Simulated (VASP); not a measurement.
# AgCl: single point with PBE

The system is AgCl.

```xyz
2
Lattice="0.0000 2.7731 2.8009 2.7731 0.0000 2.8009 2.7731 2.7731 0.0000" Properties=species:S:1:pos:R:3 pbc="T T T"
Ag    2.7731    2.7731    2.8009
Cl    0.0000    0.0000    0.0000
```

This cell differs from its parent crystal: zz strain of +1 %.

| Property | Result |
| --- | --- |
| Program | VASP 6.6.1 |
| Task | single point |
| Functional | PBE |
| Potentials or basis | VASP PAW PBE potentials, release 64 (Ag, Cl) |
| Cutoff | 520 eV |
| k mesh | 8 × 8 × 8 |
| Occupations | fermi-dirac, width 0.02 eV |
| Spin | no spin polarisation |
| Dipole correction | no |
| Further INCAR settings | ALGO = Normal; EDIFF = 1e-06; NBANDS = 16 |

```yaml
Pressure: 1.0 GPa
Band_gap_on_the_k_mesh: 0.88 eV (least direct gap 3.15 eV)
```

Stress tensor (GPa, compression positive):
```
1.07 0.00 0.00
0.00 1.07 0.00
0.00 0.00 0.85
```

Levels at points of the mesh, in eV from the valence-band top:
```tsv
k point	band 7	band 8	band 9	band 10	band 11	band 12
(0.00, 0.00, 0.00)	-2.32	-2.32	-2.29	0.88	10.81	10.84
(0.50, 0.00, 0.00)	-1.77	-0.06	0.00	4.24	6.45	7.61
(0.50, 0.50, 0.00)	-1.96	-1.96	-1.88	2.37	8.05	8.50
(0.50, 0.00, 0.50)	-1.96	-1.95	-1.88	2.37	7.99	8.60
```

Run time: 57 s on 1 thread of Intel Xeon 8259CL, on a shared host, peak memory 0.19 GiB.

Caveat: the cell differs from its parent crystal (zz strain of +1 %). A k mesh can miss the band edges.
